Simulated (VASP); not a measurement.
# BiS7 (P-3m1) in VASP: relaxation of cell and atoms with PBE

Aim: the relaxation of cell and atoms of BiS7 with PBE.

Program: VASP 6.6.1. These are calculated values, not measurements. Logs are shortened: lines on timing, memory, paths and dates and some standing lists are left out, and cuts for length are marked.

## Step 1: The cell of the first run

It takes space group P-3m1 (No. 164, trigonal). Conventional cell: a = 7.160 Å, b = 7.160 Å, c = 5.103 Å, α = 90.00°, β = 90.00°, γ = 120.00°. Bi (site symmetry -3m) has 2 S at 2.55 Å within 3.4 Å. Within 2.7 Å of S (site symmetry m) lie 1 S at 2.05 Å. S (site symmetry -3m) has 2 Bi at 2.55 Å within 3.4 Å.

The cell was generated, and may not be a known phase.

## Step 2: Relaxation of cell and atoms, PBE

Input file INCAR:

```
SYSTEM = BiS7
PREC = Accurate
ENCUT = 600
EDIFF = 1E-6
ISMEAR = 0
SIGMA = 0.2
LREAL = .False.
LASPH = .True.
NELM = 80
ALGO = Normal
ISIF = 3
LWAVE = .False.
LCHARG = .False.
GGA = PE
IBRION = 2
NSW = 36
EDIFFG = -0.08
```

Input file KPOINTS:

```
Automatic mesh
0
Gamma
  3 3 3
  0 0 0
```

Input file POSCAR:

```
BiS7
1.0
    7.1599997200      0.0000000000      0.0000000000
   -3.5799998600      6.2007416500      0.0000000000
    0.0000000000      0.0000000000      5.1029306700
Bi S
1 7
Direct
    0.0000000000      0.0000000000      0.5000000000
    0.5028006100      0.4971993900      0.2010482100
    0.5028006100      0.0056012100      0.2010482100
    0.9943987900      0.4971993900      0.2010482100
    0.4971993900      0.5028006100      0.7989517900
    0.0056012100      0.5028006100      0.7989517900
    0.4971993900      0.9943987900      0.7989517900
    0.0000000000      0.0000000000      0.0000000000
```

Potentials or basis: VASP PAW PBE potentials, release 64 (Bi_d, S).

Run with:

```bash
> cat potpaw_PBE.64/Bi_d/POTCAR potpaw_PBE.64/S/POTCAR > POTCAR
> mpirun -np 1 vasp_std > vasp.out
```

OUTCAR:

```text
SYSTEM = BiS7
   PREC = Accurate
   ENCUT = 600
   EDIFF = 1E-6
   ISMEAR = 0
   LREAL = .False.
   LASPH = .True.
   NELM = 80
   ISIF = 3
   GGA = PE
   IBRION = 2
   NSW = 36
   EDIFFG = -0.08

 ion  position               nearest neighbor table
   1  0.000  0.000  0.500-   8 2.55   8 2.55
   2  0.503  0.497  0.201-   5 2.05
   3  0.503  0.006  0.201-   7 2.05
   4  0.994  0.497  0.201-   6 2.05
   5  0.497  0.503  0.799-   2 2.05
   6  0.006  0.503  0.799-   4 2.05
   7  0.497  0.994  0.799-   3 2.05
   8  0.000  0.000  0.000-   1 2.55   1 2.55

  LATTYP: Found a hexagonal cell.
 ALAT       =     7.1599997200
 C/A-ratio  =     0.7126998421

  Lattice vectors:

 A1 = (   7.1599997200,   0.0000000000,   0.0000000000)
 A2 = (  -3.5799998600,   6.2007416500,   0.0000000000)
 A3 = (   0.0000000000,   0.0000000000,   5.1029306700)

Analysis of symmetry for initial positions (statically):
=====================================================================
 Subroutine PRICEL returns:
 Original cell was already a primitive cell.

 Routine SETGRP: Setting up the symmetry group for a
 hexagonal supercell.

 Subroutine GETGRP returns: Found 12 space group operations
 (whereof 12 operations were pure point group operations)
 out of a pool of 24 trial point group operations.

The static configuration has the point symmetry D_3d.

Analysis of symmetry for dynamics (positions and initial velocities):
=====================================================================
 Subroutine PRICEL returns:
 Original cell was already a primitive cell.

 Routine SETGRP: Setting up the symmetry group for a
 hexagonal supercell.

 Subroutine GETGRP returns: Found 12 space group operations
 (whereof 12 operations were pure point group operations)
 out of a pool of 24 trial point group operations.

The dynamic configuration has the point symmetry D_3d.

 Subroutine INISYM returns: Found 12 space group operations
 (whereof 12 operations are pure point group operations),
 and found     1 'primitive' translations

----------------------------------------------------------------------------------------

                                     Primitive cell

  volume of cell :     226.5564

  direct lattice vectors                    reciprocal lattice vectors
     7.159999720  0.000000000  0.000000000     0.139664810  0.080635516  0.000000000
    -3.579999860  6.200741650  0.000000000     0.000000000  0.161271031  0.000000000
     0.000000000  0.000000000  5.102930670     0.000000000  0.000000000  0.195965821

  length of vectors
     7.159999720  7.159999721  5.102930670     0.161271031  0.161271031  0.195965821

  position of ions in fractional coordinates (direct lattice)
     0.000000000  0.000000000  0.500000000
     0.502800610  0.497199390  0.201048210
     0.502800610  0.005601210  0.201048210
     0.994398790  0.497199390  0.201048210
     0.497199390  0.502800610  0.798951790
     0.005601210  0.502800610  0.798951790
     0.497199390  0.994398790  0.798951790
     0.000000000  0.000000000  0.000000000

  ion indices of the primitive-cell ions
   primitive index   ion index
                 1           1
                 2           2
                 3           3
                 4           4
                 5           5
                 6           6
                 7           7
                 8           8

----------------------------------------------------------------------------------------

 KPOINTS: Automatic mesh

Automatic generation of k-mesh.
 Grid dimensions read from file:
 generate k-points for:    3    3    3

 Generating k-lattice:

  Cartesian coordinates                     Fractional coordinates (reciprocal lattice)
     0.046554937  0.026878505  0.000000000     0.333333333  0.000000000  0.000000000
     0.000000000  0.053757010  0.000000000     0.000000000  0.333333333  0.000000000
     0.000000000  0.000000000  0.065321940     0.000000000  0.000000000  0.333333333

  Length of vectors
     0.053757010  0.053757010  0.065321940

  Shift w.r.t. Gamma in fractional coordinates (k-lattice)
     0.000000000  0.000000000  0.000000000

 Subroutine IBZKPT returns following result:
 ===========================================

 Found      7 irreducible k-points:

 Following reciprocal coordinates:
            Coordinates               Weight
  0.000000  0.000000  0.000000      1.000000
  0.333333  0.000000  0.000000      6.000000
  0.333333  0.333333  0.000000      2.000000
  0.000000  0.000000  0.333333      2.000000
  0.333333  0.000000  0.333333      6.000000
  0.000000  0.333333  0.333333      6.000000
  0.333333  0.333333  0.333333      4.000000
   k-points           NKPTS =      7   k-points in BZ     NKDIM =      7   number of bands    NBANDS=     34
   number of dos      NEDOS =    301   number of ions     NIONS =      8
   total plane-waves  NPLWV = 151200
   dimension x,y,z NGX =    60 NGY =   60 NGZ =   42
   dimension x,y,z NGXF=   120 NGYF=  120 NGZF=   84
   ions per type =               1   7
   NGX,Y,Z   is equivalent  to a cutoff of  13.93, 13.93, 13.68 a.u.
   NGXF,Y,Z  is equivalent  to a cutoff of  27.86, 27.86, 27.37 a.u.
 SYSTEM =  BiS7
   PREC   = accura    normal or accurate (medium, high low for compatibility)
   ISTART =      0    job   : 0-new  1-cont  2-samecut
   ICHARG =      2    charge: 1-file 2-atom 10-const
   ISPIN  =      1    spin polarized calculation?
   LNONCOLLINEAR =      F non collinear calculations
   LSORBIT =      F    spin-orbit coupling
   LASPH  =      T    aspherical Exc in radial PAW
   ENCUT  =  600.0 eV  44.10 Ry    6.64 a.u.  14.30 14.30 10.19*2*pi/ulx,y,z
   NELM   =     80;   NELMIN=  2; NELMDL= -5     # of ELM steps
   EDIFF  = 0.1E-05   stopping-criterion for ELM
   LREAL  =      F    real-space projection
   EDIFFG = -.8E-01   stopping-criterion for IOM
   NSW    =     36    number of steps for IOM
   IBRION =      2    ionic relax: 0-MD 1-quasi-New 2-CG
   NFREE  =      1    steps in history (QN), initial steepest desc. (CG)
   ISIF   =      3    stress and relaxation
   ISYM   =      2    0-nonsym 1-usesym 2-fastsym
   POTIM  = 0.5000    time-step for ionic-motion
   TEBEG  =    0.0;   TEEND  =   0.0 temperature during run
   PSTRESS=    0.0 pullay stress
   NELECT =      57.0000    total number of electrons
   NUPDOWN=      -1.0000    fix difference up-down
   EMIN   =  10.00;   EMAX   =-10.00  energy-range for DOS
   EFERMI =   0.00;   METHOD = LEGACY
   ISMEAR =     0;   SIGMA  =   0.20  broadening in eV -4-tet -1-fermi 0-gaus
   EFERMI_NEDOS =   21; number of points for ismear=-14 and -15
   IALGO  =     38    algorithm
   IMIX   =      4    mixing-type and parameters
     AMIX     =   0.40;   BMIX     =  1.00
     AMIX_MAG =   1.60;   BMIX_MAG =  1.00
  volume/ion in A,a.u.               =      28.32       191.11
  Fermi-wavevector in a.u.,A,eV,Ry     =   1.033493  1.953019 14.532498  1.068108
  Thomas-Fermi vector in A             =   2.167743
   LORBIT       =      0    0 simple, 1 ext, 2 COOP (PROOUT), +10 PAW based schemes
   GGA     = PE    functional components
   LHFCALC =     F    Hartree Fock is set to
   AEXX    =    0.0000 exact exchange contribution
   IVDW    =     0    specifies the selected vdW correction
   LEPSILON=     F    determine dielectric tensor
   LRPA    =     F    only Hartree local field effects (RPA)
 conjugate gradient relaxation of ions
 non-spin polarized calculation
 Gauss-broadening in eV      SIGMA  =   0.20
  energy-cutoff  :      600.00
  volume of cell :      226.56
 maximum number of plane-waves:      7599
 NGX is ok and might be reduce to    60
   NGX = 29   NGY = 29   NGZ = 21

--------------------------------------- Ionic step        1  -------------------------------------------

 number of electron      56.9999996 magnetization

 Free energy of the ion-electron system (eV)
  ---------------------------------------------------
  ext. energy  EPLUGINS =         0.00000000
  ---------------------------------------------------
  free energy    TOTEN  =       -29.21894413 eV

  energy without entropy =      -29.09264133  energy(sigma->0) =      -29.15579273

------------------------ aborting loop because EDIFF is reached ----------------------------------------

  FORCE on cell =-STRESS in cart. coord.  units (eV):
  Direction    XX          YY          ZZ          XY          YZ          ZX
  --------------------------------------------------------------------------------------
  -------------------------------------------------------------------------------------
  Total       -3.0312986     -3.0312986    -17.3000638      0.0000000      0.0000000      0.0000000
  in kB      -21.4369499    -21.4369499   -122.3438031      0.0000000      0.0000000      0.0000000
  external PRESSURE =     -55.0725676 kB  Pullay stress =       0.0000000 kB
[... 107 lines left out ...]
  FREE ENERGIE OF THE ION-ELECTRON SYSTEM (eV)
  ---------------------------------------------------
  free  energy   TOTEN  =       -29.4973529961 eV

  energy  without entropy=      -29.3678994516  energy(sigma->0) =      -29.43262622

[... ionic steps 4 to 14 ...]

--------------------------------------- Ionic step       15  -------------------------------------------

 number of electron      56.9999996 magnetization

------------------------ aborting loop because EDIFF is reached ----------------------------------------

  FORCE on cell =-STRESS in cart. coord.  units (eV):
  Direction    XX          YY          ZZ          XY          YZ          ZX
  --------------------------------------------------------------------------------------
  -------------------------------------------------------------------------------------
  Total        0.0950515      0.0950515     -0.8380127      0.0000000      0.0000000      0.0000000
  in kB        0.7628792      0.7628792     -6.7258539      0.0000000      0.0000000      0.0000000
  external PRESSURE =      -1.7333652 kB  Pullay stress =       0.0000000 kB
[... 69 lines left out ...]
  energy  without entropy=      -30.1492925886  energy(sigma->0) =      -30.19053115

--------------------------------------- Ionic step       17  -------------------------------------------

 number of electron      56.9999996 magnetization

 Free energy of the ion-electron system (eV)
  ---------------------------------------------------
  ext. energy  EPLUGINS =         0.00000000
  ---------------------------------------------------
  free energy    TOTEN  =       -30.23251659 eV

  energy without entropy =      -30.15041506  energy(sigma->0) =      -30.19146583

 E-fermi :   3.6567     XC(G=0):  -9.0462

 val. band max:        3.5106770238   @ k =   0.0000   0.0000   0.3333
 cond. band min:       3.6603894262   @ k =   0.0000   0.3333   0.3333
 fundamental gap:      0.1497124024
 Fermi energy:         3.6567497306

 k-point     1 :       0.0000    0.0000    0.0000
  band No.  band energies     occupation
      1     -19.3565      2.00000
      2     -19.3565      2.00000
      3     -19.2014      2.00000
      4     -19.1639      2.00000
      5     -19.1639      2.00000
      6     -12.5345      2.00000
[... 283 lines left out ...]
  FREE ENERGIE OF THE ION-ELECTRON SYSTEM (eV)
  ---------------------------------------------------
  free  energy   TOTEN  =       -30.2325165903 eV

  energy  without entropy=      -30.1504150640  energy(sigma->0) =      -30.19146583

 reached required accuracy - stopping structural energy minimisation
```

Run time: 19 min. Hardware: 1 thread of Intel Xeon 8259CL, shared host; peak memory 0.44 GiB.

Results:

```yaml
Free_energy: -30.2325 eV
Relaxed_volume: 24.93 Å³/atom
Relaxed_cell: a = 6.703 Å, b = 6.703 Å, c = 5.125 Å, α = 90.00°, β = 90.00°, γ = 120.00°
Space_group_after_relaxing_to_0.1_Å: P6/mmm (No. 191)
Pressure_after_relaxing: -0.1 GPa
Largest_force_after_relaxing: 0.040 eV/Å
Band_gap_on_the_k_mesh: zero (an odd number of electrons rules out a gap without spin polarisation)
```

Forces in eV/Å, atoms in the order of the input:
```
Bi   0.000  0.000  0.000
S    0.026 -0.015 -0.026
S    0.000  0.030 -0.026
S   -0.026 -0.015 -0.026
S   -0.026  0.015  0.026
S    0.026  0.015  0.026
S    0.000 -0.030  0.026
S    0.000  0.000  0.000
```

Stress tensor (GPa, compression positive):
```
 0.07  0.00  0.00
 0.00  0.07  0.00
 0.00  0.00 -0.34
```

Final structure:
```
CELL_PARAMETERS angstrom
6.70318 0.00000 0.00000
-3.35159 5.80512 0.00000
0.00000 0.00000 5.12492
ATOMIC_POSITIONS crystal
Bi 0.00000 0.00000 0.50000
S 0.50355 0.49645 0.18468
S 0.50355 0.00709 0.18468
S 0.99291 0.49645 0.18468
S 0.49645 0.50355 0.81532
S 0.00709 0.50355 0.81532
S 0.49645 0.99291 0.81532
S 0.00000 0.00000 0.00000
```

Caveat: the k points lie up to 0.41 Å⁻¹ apart in the final cell, too coarse for converged energies and pressures of a metal; spin-orbit coupling is left out, which moves the levels of the heavy elements; an odd number of electrons without spin polarisation forces a metal; a magnetic or distorted state may lie lower; the relaxation stopped at a loose force limit of 0.08 eV/Å, so its end isn't a converged minimum.

The gap in the log of VASP goes by the Fermi energy; the results here count the filled bands.